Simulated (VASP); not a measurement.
# Ta (Pm-3n) in VASP: single point with PBEsol

Aim: the single point of Ta with PBEsol.

Everything below comes from runs of VASP 6.6.1. Logs are shortened: lines on timing, memory, paths and dates and some standing lists are left out, and cuts for length are marked.

### 1 The cell of the first run

The structure is cubic, space group Pm-3n (No. 223). The conventional cell has a = 5.253 Å, b = 5.253 Å, c = 5.253 Å, α = 90.00°, β = 90.00°, γ = 90.00°. Ta (site symmetry m-3) has 12 Ta at 2.94 Å within 3.9 Å. Within 3.5 Å of Ta (site symmetry -4m2) lie 14 Ta at 2.63 to 3.22 Å.

### 2 Single point, PBEsol

The input, INCAR:

```
ALGO = Fast
EDIFF = 1E-7
ENCUT = 520
GGA = PS
ISIF = 2
ISMEAR = 0
LASPH = T
LCHARG = F
LREAL = F
LWAVE = F
NBANDS = 54
NELM = 60
PREC = Accurate
SIGMA = 0.1
```

The input, KPOINTS:

```
k-points
0
Gamma
  8 8 8
```

The input, POSCAR:

```
Ta
1.0
    5.2532208822      0.0000000000      0.0000000000
    0.0000000000      5.2532208822      0.0000000000
    0.0000000000      0.0000000000      5.2532208822
Ta
8
Direct
    0.0000000000      0.0000000000      0.0000000000
    0.5000000000      0.5000000000      0.5000000000
    0.2500000000      0.0000000000      0.5000000000
    0.7500000000      0.0000000000      0.5000000000
    0.5000000000      0.7500000000      0.0000000000
    0.5000000000      0.2500000000      0.0000000000
    0.0000000000      0.5000000000      0.7500000000
    0.0000000000      0.5000000000      0.2500000000
```

Potentials or basis: VASP PAW PBE potentials, release 64 (Ta_pv).

Started as:

```console
$ cat potpaw_PBE.64/Ta_pv/POTCAR > POTCAR
$ mpirun -np 1 vasp_std > vasp.out
```

OUTCAR:

```text
EDIFF = 1E-7
   ENCUT = 520
   GGA = PS
   ISIF = 2
   ISMEAR = 0
   LASPH = T
   LREAL = F
   NELM = 60
   PREC = Accurate

 ion  position               nearest neighbor table
   1  0.000  0.000  0.000-   3 2.94   4 2.94   5 2.94   6 2.94   7 2.94   8 2.94   3 2.94   4 2.94
                             7 2.94   8 2.94   5 2.94   6 2.94
   2  0.500  0.500  0.500-   3 2.94   4 2.94   5 2.94   6 2.94   7 2.94   8 2.94   5 2.94   6 2.94
                             3 2.94   4 2.94   7 2.94   8 2.94
   3  0.250  0.000  0.500-   4 2.63   4 2.63   1 2.94   1 2.94   2 2.94   2 2.94   8 3.22   5 3.22
                             5 3.22   6 3.22   6 3.22   7 3.22   8 3.22   7 3.22
   4  0.750  0.000  0.500-   3 2.63   3 2.63   1 2.94   1 2.94   2 2.94   2 2.94   8 3.22   5 3.22
                             5 3.22   6 3.22   6 3.22   7 3.22   8 3.22   7 3.22
   5  0.500  0.750  0.000-   6 2.63   6 2.63   1 2.94   2 2.94   2 2.94   1 2.94   8 3.22   4 3.22
                             3 3.22   4 3.22   3 3.22   7 3.22   7 3.22   8 3.22
   6  0.500  0.250  0.000-   5 2.63   5 2.63   1 2.94   2 2.94   2 2.94   1 2.94   8 3.22   4 3.22
                             3 3.22   4 3.22   3 3.22   7 3.22   7 3.22   8 3.22
   7  0.000  0.500  0.750-   8 2.63   8 2.63   1 2.94   2 2.94   1 2.94   2 2.94   3 3.22   4 3.22
                             5 3.22   3 3.22   4 3.22   6 3.22   5 3.22   6 3.22
   8  0.000  0.500  0.250-   7 2.63   7 2.63   1 2.94   2 2.94   1 2.94   2 2.94   3 3.22   4 3.22
                             5 3.22   3 3.22   4 3.22   6 3.22   5 3.22   6 3.22

  LATTYP: Found a simple cubic cell.
 ALAT       =     5.2532208822

  Lattice vectors:

 A1 = (   5.2532208822,   0.0000000000,   0.0000000000)
 A2 = (   0.0000000000,   5.2532208822,   0.0000000000)
 A3 = (   0.0000000000,   0.0000000000,   5.2532208822)

Analysis of symmetry for initial positions (statically):
=====================================================================
 Subroutine PRICEL returns:
 Original cell was already a primitive cell.

 Routine SETGRP: Setting up the symmetry group for a
 simple cubic supercell.

 Subroutine GETGRP returns: Found 48 space group operations
 (whereof 24 operations were pure point group operations)
 out of a pool of 48 trial point group operations.

The static configuration has the point symmetry T_h .
 The point group associated with its full space group is O_h .

Analysis of symmetry for dynamics (positions and initial velocities):
=====================================================================
 Subroutine PRICEL returns:
 Original cell was already a primitive cell.

 Routine SETGRP: Setting up the symmetry group for a
 simple cubic supercell.

 Subroutine GETGRP returns: Found 48 space group operations
 (whereof 24 operations were pure point group operations)
 out of a pool of 48 trial point group operations.

The dynamic configuration has the point symmetry T_h .
 The point group associated with its full space group is O_h .

 Subroutine INISYM returns: Found 48 space group operations
 (whereof 24 operations are pure point group operations),
 and found     1 'primitive' translations

----------------------------------------------------------------------------------------

                                     Primitive cell

  volume of cell :     144.9696

  direct lattice vectors                    reciprocal lattice vectors
     5.253220882  0.000000000  0.000000000     0.190359405  0.000000000  0.000000000
     0.000000000  5.253220882  0.000000000     0.000000000  0.190359405  0.000000000
     0.000000000  0.000000000  5.253220882     0.000000000  0.000000000  0.190359405

  length of vectors
     5.253220882  5.253220882  5.253220882     0.190359405  0.190359405  0.190359405

  position of ions in fractional coordinates (direct lattice)
     0.000000000  0.000000000  0.000000000
     0.500000000  0.500000000  0.500000000
     0.250000000  0.000000000  0.500000000
     0.750000000  0.000000000  0.500000000
     0.500000000  0.750000000  0.000000000
     0.500000000  0.250000000  0.000000000
     0.000000000  0.500000000  0.750000000
     0.000000000  0.500000000  0.250000000

  ion indices of the primitive-cell ions
   primitive index   ion index
                 1           1
                 2           2
                 3           3
                 4           4
                 5           5
                 6           6
                 7           7
                 8           8

----------------------------------------------------------------------------------------

 KPOINTS: k-points

Automatic generation of k-mesh.
 Grid dimensions read from file:
 generate k-points for:    8    8    8

 Generating k-lattice:

  Cartesian coordinates                     Fractional coordinates (reciprocal lattice)
     0.023794926  0.000000000  0.000000000     0.125000000  0.000000000  0.000000000
     0.000000000  0.023794926  0.000000000     0.000000000  0.125000000  0.000000000
     0.000000000  0.000000000  0.023794926     0.000000000  0.000000000  0.125000000

  Length of vectors
     0.023794926  0.023794926  0.023794926

  Shift w.r.t. Gamma in fractional coordinates (k-lattice)
     0.000000000  0.000000000  0.000000000

 Subroutine IBZKPT returns following result:
 ===========================================

 Found     35 irreducible k-points:

 Following reciprocal coordinates:
            Coordinates               Weight
  0.000000  0.000000  0.000000      1.000000
  0.125000  0.000000  0.000000      6.000000
  0.250000  0.000000  0.000000      6.000000
  0.375000  0.000000  0.000000      6.000000
  0.500000  0.000000  0.000000      3.000000
  0.125000  0.125000  0.000000     12.000000
[... 16 lines left out ...]
  0.375000  0.375000  0.125000     24.000000
  0.500000  0.375000  0.125000     24.000000
 [... further k-points ...]
   k-points           NKPTS =     35   k-points in BZ     NKDIM =     35   number of bands    NBANDS=     54
   number of dos      NEDOS =    301   number of ions     NIONS =      8
   total plane-waves  NPLWV =  64000
   dimension x,y,z NGX =    40 NGY =   40 NGZ =   40
   dimension x,y,z NGXF=    80 NGYF=   80 NGZF=   80
   ions per type =               8
   NGX,Y,Z   is equivalent  to a cutoff of  12.66, 12.66, 12.66 a.u.
   NGXF,Y,Z  is equivalent  to a cutoff of  25.32, 25.32, 25.32 a.u.
 SYSTEM =  unknown system
   PREC   = accura    normal or accurate (medium, high low for compatibility)
   ISTART =      0    job   : 0-new  1-cont  2-samecut
   ICHARG =      2    charge: 1-file 2-atom 10-const
   ISPIN  =      1    spin polarized calculation?
   LNONCOLLINEAR =      F non collinear calculations
   LSORBIT =      F    spin-orbit coupling
   LASPH  =      T    aspherical Exc in radial PAW
   ENCUT  =  520.0 eV  38.22 Ry    6.18 a.u.   9.77  9.77  9.77*2*pi/ulx,y,z
   NELM   =     60;   NELMIN=  2; NELMDL= -5     # of ELM steps
   EDIFF  = 0.1E-06   stopping-criterion for ELM
   LREAL  =      F    real-space projection
   EDIFFG = 0.1E-05   stopping-criterion for IOM
   NSW    =      0    number of steps for IOM
   IBRION =     -1    ionic relax: 0-MD 1-quasi-New 2-CG
   NFREE  =      0    steps in history (QN), initial steepest desc. (CG)
   ISIF   =      2    stress and relaxation
   ISYM   =      2    0-nonsym 1-usesym 2-fastsym
   POTIM  = 0.5000    time-step for ionic-motion
   TEBEG  =    0.0;   TEEND  =   0.0 temperature during run
   PSTRESS=    0.0 pullay stress
   NELECT =      88.0000    total number of electrons
   NUPDOWN=      -1.0000    fix difference up-down
   EMIN   =  10.00;   EMAX   =-10.00  energy-range for DOS
   EFERMI =   0.00;   METHOD = LEGACY
   ISMEAR =     0;   SIGMA  =   0.10  broadening in eV -4-tet -1-fermi 0-gaus
   EFERMI_NEDOS =   21; number of points for ismear=-14 and -15
   IALGO  =     68    algorithm
   IMIX   =      4    mixing-type and parameters
     AMIX     =   0.40;   BMIX     =  1.00
     AMIX_MAG =   1.60;   BMIX_MAG =  1.00
  volume/ion in A,a.u.               =      18.12       122.29
  Fermi-wavevector in a.u.,A,eV,Ry     =   1.386149  2.619443 26.142375  1.921410
  Thomas-Fermi vector in A             =   2.510492
   LORBIT       =      0    0 simple, 1 ext, 2 COOP (PROOUT), +10 PAW based schemes
   GGA     = PS    functional components
   LHFCALC =     F    Hartree Fock is set to
   AEXX    =    0.0000 exact exchange contribution
   IVDW    =     0    specifies the selected vdW correction
   LEPSILON=     F    determine dielectric tensor
   LRPA    =     F    only Hartree local field effects (RPA)
 non-spin polarized calculation
 RMM-DIIS sequential band-by-band and
 Gauss-broadening in eV      SIGMA  =   0.10
  energy-cutoff  :      520.00
  volume of cell :      144.97
 maximum number of plane-waves:      3948
 NGX is ok and might be reduce to    40
   NGX = 19   NGY = 19   NGZ = 19

 number of electron      87.9999991 magnetization

 Free energy of the ion-electron system (eV)
  ---------------------------------------------------
  ext. energy  EPLUGINS =         0.00000000
  ---------------------------------------------------
  free energy    TOTEN  =      -100.06682458 eV

  energy without entropy =     -100.03246940  energy(sigma->0) =     -100.04964699

 E-fermi :   5.3638     XC(G=0): -12.6939

 val. band max:        5.3607719613   @ k =   0.2500   0.1250   0.0000
 cond. band min:       5.3767540193   @ k =   0.5000   0.3750   0.2500
 fundamental gap:      0.0159820580
 Fermi energy:         5.3638089481

 k-point     1 :       0.0000    0.0000    0.0000
  band No.  band energies     occupation
      1     -29.2850      2.00000
      2     -29.2850      2.00000
      3     -29.1494      2.00000
      4     -28.8565      2.00000
      5     -28.8565      2.00000
      6     -28.8565      2.00000
[... 46 lines left out ...]
     53       8.4847      0.00000
     54       8.5443      0.00000

 k-point     2 :       0.1250    0.0000    0.0000
  band No.  band energies     occupation
      1     -29.2900      2.00000
      2     -29.2564      2.00000
      3     -29.1314      2.00000
      4     -28.8521      2.00000
      5     -28.8521      2.00000
      6     -28.8238      2.00000
[... 46 lines left out ...]
     53       8.4455      0.00000
     54       8.4844      0.00000
[... 1195 lines left out ...]
     53       8.6583      0.00000
     54       8.7197      0.00000

 k-point    24 :       0.5000    0.3750    0.1250
  band No.  band energies     occupation
      1     -29.2754      2.00000
      2     -28.8554      2.00000
      3     -28.7335      2.00000
      4     -28.7295      2.00000
      5     -28.6487      2.00000
      6     -28.6437      2.00000
[... 46 lines left out ...]
     53       8.3098      0.00000
     54       8.9322      0.00000

 [... further k-points ...]
[... 5 lines left out ...]
  --------------------------------------------------------------------------------------
  -------------------------------------------------------------------------------------
  Total        0.1780605      0.1780605      0.1780605     -0.0000000      0.0000000     -0.0000000
  in kB        1.9678921      1.9678921      1.9678921     -0.0000000      0.0000000     -0.0000000
  external PRESSURE =       1.9678921 kB  Pullay stress =       0.0000000 kB

 VOLUME and BASIS-vectors are now :
 -----------------------------------------------------------------------------
  energy-cutoff  :      520.00
  volume of cell :      144.97
      direct lattice vectors                 reciprocal lattice vectors
     5.253220882  0.000000000  0.000000000     0.190359405  0.000000000  0.000000000
     0.000000000  5.253220882  0.000000000     0.000000000  0.190359405  0.000000000
     0.000000000  0.000000000  5.253220882     0.000000000  0.000000000  0.190359405

 POSITION                                       TOTAL-FORCE (eV/Angst)
 -----------------------------------------------------------------------------------
      0.00000      0.00000      0.00000         0.000000      0.000000     -0.000000
      2.62661      2.62661      2.62661         0.000000      0.000000     -0.000000
      1.31331      0.00000      2.62661        -0.000000     -0.000000     -0.000000
      3.93992      0.00000      2.62661         0.000000      0.000000      0.000000
      2.62661      3.93992      0.00000        -0.000000     -0.000000      0.000000
      2.62661      1.31331      0.00000         0.000000      0.000000     -0.000000
      0.00000      2.62661      3.93992        -0.000000     -0.000000     -0.000000
      0.00000      2.62661      1.31331        -0.000000     -0.000000      0.000000
 -----------------------------------------------------------------------------------
    total drift:                               -0.000000     -0.000000      0.000000

  FREE ENERGIE OF THE ION-ELECTRON SYSTEM (eV)
  ---------------------------------------------------
  free  energy   TOTEN  =      -100.0668245847 eV

  energy  without entropy=     -100.0324693968  energy(sigma->0) =     -100.04964699
```

Wall time 2.2 min (1 thread of Intel Xeon 6975P-C (Granite Rapids), shared host); peak memory 0.35 GiB.

Results:

| Property | Result |
| --- | --- |
| Free energy | -100.0668 eV |
| Pressure | 0.2 GPa |
| Band gap on the k mesh | zero (band 44 reaches 5.40 eV, above the bottom of band 45 at 5.23 eV) |

Caveat: the PAW data sets were made with another functional, which shifts forces and pressure a little; spin-orbit coupling is left out, which moves the levels of the heavy elements.
